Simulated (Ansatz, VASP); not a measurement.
**EuSb: VASP beside Ansatz**

Contents of INCAR:

```
SYSTEM = EuSb
ALGO = Normal ; EDIFF = 1E-6
ENCUT = 520 ; GGA = PE
ISIF = 2 ; ISMEAR = 0
ISPIN = 2 ; LASPH = .TRUE.
LCHARG = .FALSE. ; LDAU = .TRUE.
LDAUJ = 0 0 ; LDAUL = 3 -1
LDAUPRINT = 1 ; LDAUTYPE = 2
LDAUU = 6 0 ; LMAXMIX = 6
LORBIT = 11 ; LREAL = .FALSE.
LWAVE = .FALSE. ; MAGMOM = 7.72 0.51
NBANDS = 22 ; NELM = 150
PREC = Accurate ; SIGMA = 0.05
```

KPOINTS

```
k-points
0
G
  8 8 8
  0 0 0
```

The input POSCAR:

```
EuSb
1.0
    0.0000000000      3.7813056253      3.7813056253
    3.7813056253      0.0000000000      3.7813056253
    3.7813056253      3.7813056253      0.0000000000
Eu Sb
1 1
Direct
    0.0000000000      0.0000000000      0.0000000000
    0.2500000000      0.2500000000      0.2500000000
```

Input for Ansatz:

```yaml
crystal:
  lattice:
    - [0.0, 3.7813056253, 3.7813056253]
    - [3.7813056253, 0.0, 3.7813056253]
    - [3.7813056253, 3.7813056253, 0.0]
  atoms:
    - { symbol: Eu, position: [0.0, 0.0, 0.0], spin: 7.72 }
    - { symbol: Sb, position: [0.25, 0.25, 0.25] }
basis:
  ecutwfc: 420
  ecutrho_ratio: 4
kpoints:
  mp_grid: { grid: [8, 8, 8] }
hamiltonian:
  xc: pbe
  hubbard:
    sites:
      - { species: Eu, l: f, u_eff: 6.0, starting_ns: start.occupation_matrices }
    ns_hold: { iters: 6 }
scf:
  occupations: { method: gaussian, width: 0.05 }
  lower_state_search: "off"
output:
  forces: true
  stress: true
  eigenvalues: true
  populations: true
  hubbard: { sites: [{ species: Eu, l: f }] }
  write_density: true
  write_potential: true
  elf: true
  volumetric_format: npy
magnetization:
  spin_polarized: true
```

Alike in both runs: task single point; functional PBE; k mesh 8 × 8 × 8; occupations gaussian, width 0.05 eV; collinear spin; Hubbard terms Eu f U = 6.0 eV.

|  | VASP | Ansatz |
| --- | --- | --- |
| version | VASP 6.6.1 | Ansatz 0.2.0 |
| potentials or method | VASP PAW PBE potentials, release 64 (Eu, Sb), cutoff 520 eV | scalar-relativistic, plane waves, PAW |
| valence electrons in the cell | 22 | 32 |

```tsv
	VASP	Ansatz	Ansatz less VASP
gap on the k mesh at the Fermi level (eV)	none	none	-
pressure (GPa)	-0.5	-0.7	-0.15
net moment per atom (μB)	4.00	4.00	0.000
size of the moment on the site where the two differ most (μB)	6.81	7.02	+0.205
```

Site moments also hang on the region over which each program counts them. The programs project onto different local orbitals, so the same U acts differently, and such runs can settle in different states. A gap of «none» marks a metal or a gap that the smearing closes. VASP's potentials hold 22 valence electrons a cell and Ansatz's 32, so a difference there can come from the potentials and not from the codes. Ansatz's warnings: filled band counts differ across k points.

Spin-orbit coupling is off throughout.
